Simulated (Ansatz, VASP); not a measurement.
## AsAu: VASP beside Ansatz

File INCAR:

```
SYSTEM = AsAu
ALGO     = Normal         ! electronic algorithm
EDIFF    = 1E-7           ! SCF threshold, eV
ENCUT    = 520            ! plane-wave cutoff, eV
GGA      = PE             ! functional
ISIF     = 2              ! what is computed and relaxed
ISMEAR   = -1             ! smearing method
LASPH    = .True.         ! aspherical terms in the spheres
LCHARG   = .True.         ! write CHGCAR
LELF     = .True.         ! ELF
LREAL    = .False.        ! projectors in reciprocal space
LVHAR    = .True.       
LWAVE    = .False.        ! write WAVECAR
NBANDS   = 15             ! bands
NELM     = 80             ! most SCF steps
PREC     = Accurate       ! precision mode
SIGMA    = 0.08           ! smearing width, eV
```

File KPOINTS:

```
k-points
0
Gamma
  11 11 11
  0 0 0
```

POSCAR

```
AsAu
1.0
    0.0000000000      2.9775593041      2.9775593041
    2.9775593041      0.0000000000      2.9775593041
    2.9775593041      2.9775593041      0.0000000000
Au As
1 1
Direct
    0.0000000000      0.0000000000      0.0000000000
    0.2500000000      0.2500000000      0.2500000000
```

Input for Ansatz:

```yaml
crystal:
  lattice:
    - [0.0, 2.9775593041, 2.9775593041]
    - [2.9775593041, 0.0, 2.9775593041]
    - [2.9775593041, 2.9775593041, 0.0]
  atoms:
    - { symbol: Au, position: [0.0, 0.0, 0.0] }
    - { symbol: As, position: [0.25, 0.25, 0.25] }
kpoints:
  mp_grid: { grid: [11, 11, 11] }
scf:
  occupations: { method: fermi_dirac, width: 0.08 }
hamiltonian:
  xc: pbe
  pseudopotentials: { kind: all_electron, lapw: { basis_error: 0.00025 } }
output:
  forces: true
  stress: true
  eigenvalues: true
```

Change from the starting cell: volume scaled by 1.06.

Alike in both runs: task single point; functional PBE; k mesh 11 × 11 × 11; occupations fermi-dirac, width 0.08 eV; no spin polarisation.

|  | VASP | Ansatz |
| --- | --- | --- |
| version | VASP 6.6.1 | Ansatz 0.2.0 |
| potentials or method | VASP PAW PBE potentials, release 64 (Au, As), cutoff 520 eV | all-electron LAPW, scalar-relativistic |

```csv
,VASP,Ansatz,Ansatz less VASP
pressure (GPa),-3.6,-3.6,+0.05
```

Ansatz ran all-electron here, and VASP with PAW potentials.

Spin-orbit coupling is off throughout.
